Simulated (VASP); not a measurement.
Wanted: the native input for a VASP 6.6.1 run.

* Task: single point
* Functional: PBE
* Potentials or basis: VASP PAW PBE potentials, release 64 (Mn_pv, O)
* Cutoff: 600 eV
* k mesh: 4 × 4 × 6
* Occupations: gaussian, width 0.1 eV
* Spin: collinear spin, antiferromagnetic start
* Starting moments: [3.0, -3.0, 0.0, 0.0, 0.0, 0.0] μB
* Hubbard terms: Mn d U = 5.9 eV
* Dipole correction: no
* Further INCAR settings: ALGO = Normal; EDIFF = 1e-06; NBANDS = 38

The structure of MnO2 lies in POSCAR:

```
MnO2
1.0
    4.3983000000      0.0000000000      0.0000000000
    0.0000000000      4.3983000000      0.0000000000
    0.0000000000      0.0000000000      2.8730000000
Mn O
2 4
Direct
    0.0000000000      0.0000000000      0.0000000000
    0.5000000000      0.5000000000      0.5000000000
    0.3051500000      0.3051500000      0.0000000000
    0.1948500000      0.8051500000      0.5000000000
    0.6948500000      0.6948500000      0.0000000000
    0.8051500000      0.1948500000      0.5000000000
```

The input as run:

INCAR

```
SYSTEM = MnO2
PREC = Accurate
ENCUT = 600
EDIFF = 1E-6
ISMEAR = 0
SIGMA = 0.1
LREAL = .False.
LASPH = .True.
NELM = 200
ALGO = Normal
ISIF = 2
LWAVE = .False.
LCHARG = .True.
ISPIN = 2
MAGMOM = 3 -3 0 0 0 0
LORBIT = 11
LMAXMIX = 4
LDAU = .True.
LDAUTYPE = 2
LDAUL = 2 -1
LDAUU = 5.9 0
LDAUJ = 0 0
LDAUPRINT = 1
GGA = PE
LELF = .True.
LVHAR = .True.
NBANDS = 38
GGA_COMPAT = .False.
```

KPOINTS

```
Automatic mesh
0
Gamma
  4 4 6
  0 0 0
```

Potentials or basis: VASP PAW PBE potentials, release 64 (Mn_pv, O).

The run is started by

```console
$ cat potpaw_PBE.64/Mn_pv/POTCAR potpaw_PBE.64/O/POTCAR > POTCAR
$ mpirun -np 1 vasp_std > vasp.out
```

It gave:

| Property | Result |
| --- | --- |
| Pressure | 13.5 GPa |
| Largest force | 0.137 eV/Å |
| Band gap on the k mesh | 0.26 eV |
| Net moment | 0.00 μB per cell |
| Site moments | Mn +3.11, -3.11; O +0.01, -0.01 (each value once) μB |
| Valence electrons inside the program's atomic spheres | Mn 11.65; O 5.06 |

Caveat: the stress differs along the axes, from 11 to 18 GPa.

Wall time 100 s on 1 thread of Oxide Virtual Turin-like Processor, with other jobs on the host, peak memory 0.21 GiB.
